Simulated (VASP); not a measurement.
# HfO2: single point with PBE

Crystal: HfO2.

```
Hf O
1.0
     0.00000    2.55750    2.60865
     2.55750    0.00000    2.60865
     2.55750    2.55750    0.00000
Hf O
1 2
Cartesian
  0.0000 0.0000 0.0000
  1.2788 1.2788 1.3043
  3.8363 3.8363 3.9130
```

This cell differs from its parent crystal: zz strain of +2 %.

```json
{
  "Program": "VASP 6.6.1",
  "Task": "single point",
  "Functional": "PBE",
  "Potentials or basis": "VASP PAW PBE potentials, release 64 (Hf_pv, O)",
  "Cutoff": "520 eV",
  "k mesh": "9 × 9 × 9",
  "Occupations": "fermi-dirac, width 0.01 eV",
  "Spin": "no spin polarisation"
}
```

The pressure is -10.3 GPa and the band gap on the k mesh is 3.62 eV, indirect (least direct gap 3.80 eV).

Stress tensor (GPa, compression positive):
```
 -7.34   0.00   0.00
  0.00  -7.34   0.00
  0.00   0.00 -16.10
```

Levels at points of the mesh, in eV from the valence-band top:
| k point | band 9 | band 10 | band 11 | band 12 | band 13 | band 14 |
| --- | --- | --- | --- | --- | --- | --- |
| (0.00, 0.00, 0.00) | -0.77 | -0.52 | -0.52 | 3.62 | 3.84 | 5.47 |

Wall time 27 s on 1 thread of Intel(R) Xeon(R) Platinum 8375C CPU @ 2.90GHz (Ice Lake), with other jobs on the host, peak memory 0.18 GiB.

Caveat: the cell differs from its parent crystal (zz strain of +2 %); spin-orbit coupling is left out, which moves the levels of the heavy elements. A k mesh can miss the band edges.
